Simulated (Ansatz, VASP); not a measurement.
**Two plane-wave programs on C**

```
C
1.0
     2.55529    0.00000    0.00000
    -1.27764    2.21295    0.00000
     0.00000    0.00000   12.51829
C
12
Direct
  0.66667 0.33333 0.35417
  0.33333 0.66667 0.85417
  0.66667 0.33333 0.14583
  0.33333 0.66667 0.64583
  0.66667 0.33333 0.47917
  0.33333 0.66667 0.97917
  0.66667 0.33333 0.02083
  0.33333 0.66667 0.52083
  0.00000 0.00000 0.81250
  0.00000 0.00000 0.31250
  0.00000 0.00000 0.68750
  0.00000 0.00000 0.18750
```

Alike in both runs: task single point; functional PBE; k mesh 12 × 12 × 3; occupations fermi-dirac, width 0.05 eV; no spin polarisation.

```csv
,VASP,Ansatz
version,VASP 6.6.1,Ansatz 0.2.0
potentials or method,"VASP PAW PBE potentials, release 64 (C)",Ansatz PAW
plane-wave cutoff (eV),520,420
valence electrons in the cell,48,48
```

```tsv
	VASP	Ansatz	Ansatz less VASP
gap on the k mesh at the Fermi level (eV)	4.28	4.29	+0.010
least direct gap on the mesh (eV)	5.21	5.22	+0.009
pressure (GPa)	-13.5	-14.0	-0.52
traceless stress, the component that is largest in VASP (GPa)	4.91	4.92	+0.005
rms of the force components (eV/Å)	0.141	0.141	-0.0002
```

Atom by atom the forces differ by 0.000 eV/Å (rms over components). With one functional, cell and mesh, what is left measures potentials, basis and numerics.

Noted on Ansatz's run: Pulay correction over one GPa; odd divisions of the mesh miss points on the zone boundary, where band edges often lie, so the gap on the mesh can be too wide.
